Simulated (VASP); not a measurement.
Runs of VASP 6.6.1 on ZnO (zincite). The structure is that of space group P6_3mc (No. 186), or close to it. The cells are those of the table. 

```tsv
cell	gap on the mesh (eV)	pressure (GPa)	largest force (eV/Å)
a = 3.306, b = 3.306, c = 5.297 Å, angles 90.0, 90.0, 120.0°, 4 atoms	0.71	-1.2	0.06
a = 3.249, b = 3.249, c = 5.206 Å, angles 90.0, 90.0, 120.0°, 4 atoms	0.79	6.0	0.07
a = 3.160, b = 3.160, c = 5.063 Å, angles 90.0, 90.0, 120.0°, 4 atoms	0.91	21.4	0.11
a = 3.278, b = 3.278, c = 5.252 Å, angles 90.0, 90.0, 120.0°, 4 atoms	0.75	2.1	0.06
a = 3.220, b = 3.220, c = 5.159 Å, angles 90.0, 90.0, 120.0°, 4 atoms	0.83	10.4	0.08
a = 3.190, b = 3.190, c = 5.111 Å, angles 90.0, 90.0, 120.0°, 4 atoms	0.87	(a)	0.09
a = 3.334, b = 3.334, c = 5.341 Å, angles 90.0, 90.0, 120.0°, 4 atoms	0.67	(c)	(b)
```

Alike in all rows: task single point; level PBE; potentials or basis VASP PAW PBE potentials, release 64 (Zn, O); no spin polarisation; k mesh 12 × 12 × 4; cutoff (eV) 520; smearing gaussian 0.01 eV.

Question: Fill in the values left out.

Answer: (a) 15.5; (b) 0.05; (c) -4.1.

